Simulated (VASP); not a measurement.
A run of VASP 6.6.1 is set up as follows.

The input INCAR:

```
SYSTEM = H3C5
ALGO = Normal ; EDIFF = 1E-6
EDIFFG = -0.03 ; ENCUT = 520
IBRION = 2 ; ISIF = 2
ISMEAR = 0 ; LASPH = .TRUE.
LCHARG = .FALSE. ; LREAL = Auto
LWAVE = .FALSE. ; NELM = 100
NSW = 80 ; PREC = Accurate
SIGMA = 0.05
```

Contents of KPOINTS:

```
k-points
0
G
  2 2 1
  0 0 0
```

The input POSCAR:

```
H3C5
1.0
    5.0487420000      0.0000000000      0.0000000000
    0.0000000000      5.0487420000      0.0000000000
    0.0000000000      0.0000000000     16.8355610000
H C
12 20
Selective dynamics
Direct
    0.4277868800      0.0000000000      0.0593980800  F F F
    0.0722131600      0.0000000000      0.0593980800  F F F
    0.9277869200      0.0000000000      0.0593980800  F F F
    0.5722132000      0.0000000000      0.0593980800  F F F
    0.4277868800      0.5000000400      0.0593980800  F F F
    0.0722131600      0.5000000400      0.0593980800  F F F
    0.9277869200      0.5000000400      0.0593980800  F F F
    0.5722132000      0.5000000400      0.0593980800  F F F
    0.2500000200      0.4791182400      0.3466211000  T T T
    0.7500000600      0.4791182400      0.3466211000  T T T
    0.5833333800      0.6850478200      0.3282076900  T T T
    0.4166667000      1.1989690600      0.3353354600  T T T
    0.2500000200      0.0000000000      0.0970980400  F F F
    0.7500000600      0.0000000000      0.0970980400  F F F
    0.2500000200      0.5000000400      0.0970980400  F F F
    0.7500000600      0.5000000400      0.0970980400  F F F
    0.2500000200      0.2500000200      0.1501108300  F F F
    0.7500000600      0.2500000200      0.1501108300  F F F
    0.2500000200      0.7500000600      0.1501108300  F F F
    0.7500000600      0.7500000600      0.1501108300  F F F
    0.0000000000      0.2500000200      0.2031236100  T T T
    0.5000000400      0.2500000200      0.2031236100  T T T
    0.0000000000      0.7500000600      0.2031236100  T T T
    0.5000000400      0.7500000600      0.2031236100  T T T
    0.0000000000      0.0000000000      0.2561364000  T T T
    0.5000000400      0.0000000000      0.2561364000  T T T
    0.0000000000      0.5000000400      0.2561364000  T T T
    0.5000000400      0.5000000400      0.2561364000  T T T
    0.2500000200      0.0969069000      0.3067732600  T T T
    0.7500000600      0.0969069000      0.3067732600  T T T
    0.2500000200      0.4030931400      0.2853899600  T T T
    0.7500000600      0.4030931400      0.2853899600  T T T
```

Potentials or basis: VASP PAW LDA potentials, release 64 (H, C).

Run with:

```bash
$ cat potpaw_LDA.64/H/POTCAR potpaw_LDA.64/C/POTCAR > POTCAR
$ mpirun -np 1 vasp_std > vasp.out
```

**Question.** What does it give for the band gap on the k mesh?

**Answer.** 2.01 eV (least direct gap 2.05 eV).

**Question.** What does it give for the energy gained by relaxing?

**Answer.** 442.2 meV/atom.

The path:
```
step  energy change (eV)  largest force on free atoms (eV/Å)  pressure (GPa)
   1              0.0000                              8.2484            9.83
   3             -4.3122                              6.4946            9.34
   5             -6.0314                              4.1519            8.57
   7             -7.7272                              3.5659            7.11
   9             -9.3475                              4.1305            5.44
  11            -11.4464                              4.6796            3.66
  13            -12.3231                              3.4482            3.56
  15            -12.9430                              1.8050            3.50
  17            -13.4195                              2.0104            3.68
  19            -13.7325                              1.4088            4.26
  21            -13.9874                              0.8074            4.96
  23            -14.0636                              0.6515            5.10
  25            -14.1013                              0.5526            5.19
  27            -14.1190                              0.3182            5.21
  29            -14.1285                              0.2514            5.22
  31            -14.1375                              0.1797            5.23
  33            -14.1436                              0.1763            5.21
  35            -14.1468                              0.1209            5.16
  37            -14.1482                              0.0779            5.14
  39            -14.1494                              0.0733            5.11
  41            -14.1503                              0.0661            5.09
  43            -14.1510                              0.0524            5.09
  45            -14.1514                              0.0653            5.09
  47            -14.1516                              0.0320            5.10
  49            -14.1517                              0.0266            5.10
```

Caveat: the k points lie up to 0.62 Å⁻¹ apart; there is no dipole correction, which matters where the two faces differ.
